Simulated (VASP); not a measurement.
A run of VASP 6.6.1 is set up as follows.

INCAR

```
SYSTEM = InP
  PREC = Accurate
  ENCUT = 520
  EDIFF = 1E-7
  ISMEAR = 0
  SIGMA = 0.01
  LREAL = .False.
  LASPH = .True.
  NELM = 60
  ALGO = Normal
  ISIF = 2
  LWAVE = .False.
  LCHARG = .True.
  GGA = CA
  LELF = .True.
  LVHAR = .True.
  NBANDS = 16
```

File KPOINTS:

```
regular mesh
0
Gamma
  8 8 8
  0 0 0
```

Contents of POSCAR:

```
InP
1.0
    2.8553861717      2.8553861717      0.0000000000
   -2.8553861717      2.8553861717      0.0000000000
    0.0000000000      2.8553861717      2.9486232712
In P
1 1
Direct
    0.0000000000      0.0000000000      0.0000000000
    0.7500000000      0.2500000000      0.5000000000
```

Potentials or basis: VASP PAW LDA potentials, release 64 (In_d, P).

Run with:

```sh
$ cat potpaw_LDA.64/In_d/POTCAR potpaw_LDA.64/P/POTCAR > POTCAR
$ mpirun -np 1 vasp_std > vasp.out
```

(1) Predict the band gap on the k mesh.

(2) What does it give for the pressure?

Answers

(1) 0.70 eV, direct.

(2) 2.1 GPa.

Caveat: the cell differs from its parent crystal (in-plane strain -0.02); spin-orbit coupling is left out, which moves the levels of the heavy elements.
